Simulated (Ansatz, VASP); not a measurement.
# ZnS: VASP beside Ansatz

Contents of INCAR:

```
SYSTEM = ZnS
ALGO = Normal
EDIFF = 1E-7
ENCUT = 520
GGA = PS
ISIF = 2
ISMEAR = -1
LASPH = .True.
LCHARG = .False.
LREAL = .False.
LWAVE = .False.
NBANDS = 26
NELM = 60
PREC = Accurate
SIGMA = 0.03
```

Contents of KPOINTS:

```
k-points
0
Gamma
  8 8 5
  0 0 0
```

Contents of POSCAR:

```
ZnS
1.0
    3.8109987816      0.0571649817      0.0571649817
   -1.8559930644      3.2718392677      0.0209238355
    0.0935100000      0.0935100000      6.2340000000
Zn S
2 2
Direct
    0.3333333333      0.6666666667      0.0000000000
    0.6666666667      0.3333333333      0.5000000000
    0.3333333333      0.6666666667      0.3850000000
    0.6666666667      0.3333333333      0.8850000000
```

Input for Ansatz:

```yaml
crystal:
  lattice:
    - [3.8109987816, 0.0571649817, 0.0571649817]
    - [-1.8559930644, 3.2718392677, 0.0209238355]
    - [0.09351, 0.09351, 6.234]
  atoms:
    - { symbol: Zn, position: [0.3333333333, 0.6666666667, 0.0] }
    - { symbol: Zn, position: [0.6666666667, 0.3333333333, 0.5] }
    - { symbol: S, position: [0.3333333333, 0.6666666667, 0.385] }
    - { symbol: S, position: [0.6666666667, 0.3333333333, 0.885] }
kpoints:
  mp_grid: { grid: [8, 8, 5] }
  band_path:
    path:
      - [0.0, 0.0, 0.0]
      - [0.0, -0.5, 0.0]
      - [0.0, 0.0, 0.5]
      - [0.0, 0.0, 0.0]
      - [-0.5, 0.0, 0.0]
      - [-0.5, 0.5, -0.5]
      - [0.0, 0.0, 0.0]
      - [-0.5, 0.0, -0.5]
      - [-0.5, 0.5, 0.0]
    npoints: 5
scf:
  occupations: { method: fermi_dirac, width: 0.03 }
hamiltonian:
  xc: pbesol
  pseudopotentials: { kind: all_electron, lapw: { basis_error: 0.001 } }
output:
  forces: true
  stress: true
  eigenvalues: true
```

Change from the starting cell: equal xy, yz and zx shear strains of +3 %.

Alike in both runs: task single point; functional PBEsol; k mesh 8 × 8 × 5; occupations fermi-dirac, width 0.03 eV; no spin polarisation.

|  | VASP | Ansatz |
| --- | --- | --- |
| version | VASP 6.6.1 | Ansatz 0.2.0 |
| potentials or method | VASP PAW PBE potentials, release 64 (Zn, S), cutoff 520 eV | all-electron LAPW, scalar-relativistic |

Ansatz gave:

| Item | Value |
| --- | --- |
| gap on the k mesh at the Fermi level (eV) | 2.04 |
| pressure (GPa) | -1.2 |
| traceless stress, the component that is largest in VASP (GPa) | -1.72 |
| rms of the force components (eV/Å) | 0.221 |

Task: What did VASP give for the same quantities?

Result: gap on the k mesh at the Fermi level (eV): 2.05; pressure (GPa): -1.0; traceless stress, the component that is largest in VASP (GPa): -1.73; rms of the force components (eV/Å): 0.223.

VASP's potentials were made for PBE, not for PBEsol. Atom by atom the forces differ by 0.002 eV/Å (rms over components). Ansatz ran all-electron here, and VASP with PAW potentials.
